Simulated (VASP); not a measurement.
A run of VASP 6.6.1 is set up as follows.

INCAR

```
ALGO     = Normal         # electronic algorithm
EDIFF    = 1E-8           # SCF threshold, eV
ENCUT    = 520            # plane-wave cutoff, eV
IBRION   = 8              # ionic algorithm
ISIF     = 2              # what is computed and relaxed
ISMEAR   = 0              # smearing method
KPAR     = 4            
LASPH    = True           # aspherical terms in the spheres
LCHARG   = False          # write CHGCAR
LEPSILON = True           # dielectric tensor by DFPT
LREAL    = False          # projectors in reciprocal space
LWAVE    = False          # write WAVECAR
NELM     = 60             # most SCF steps
NSW      = 1              # ionic steps
PREC     = Accurate       # precision mode
SIGMA    = 0.01           # smearing width, eV
```

Contents of KPOINTS:

```
k-points
0
Gamma
  9 9 9
```

The input POSCAR:

```
B
1.0
    2.4203986789      1.3974178304      4.1311009715
   -2.4203986789      1.3974178304      4.1311009715
    0.0000000000     -2.7948356560      4.1311009731
B
12
Direct
    0.0104696751      0.6543067688      0.0104696751
    0.0104696751      0.0104696751      0.6543067688
    0.6543067688      0.0104696751      0.0104696751
    0.3456932312      0.9895303249      0.9895303249
    0.9895303249      0.3456932312      0.9895303249
    0.9895303249      0.9895303249      0.3456932312
    0.2214786347      0.6299891752      0.2214786347
    0.2214786347      0.2214786347      0.6299891752
    0.6299891752      0.2214786347      0.2214786347
    0.3700108248      0.7785213653      0.7785213653
    0.7785213653      0.3700108248      0.7785213653
    0.7785213653      0.7785213653      0.3700108248
```

Potentials or basis: VASP PAW LDA potentials, release 64 (B).

Launch:

```sh
$ cat potpaw_LDA.64/B/POTCAR > POTCAR
$ mpirun -np 4 vasp_std > vasp.out
```

Predict the electronic dielectric tensor (diagonal).

10.08, 10.08, 7.58.

Predict the Born charges (mean of the diagonal).

B -0.18, +0.18 (each value once) e.

Estimate the highest phonon frequency at Γ.

1199 cm⁻¹.

Electronic dielectric tensor:
```
10.08  0.00  0.00
 0.00 10.08  0.00
 0.00  0.00  7.58
```
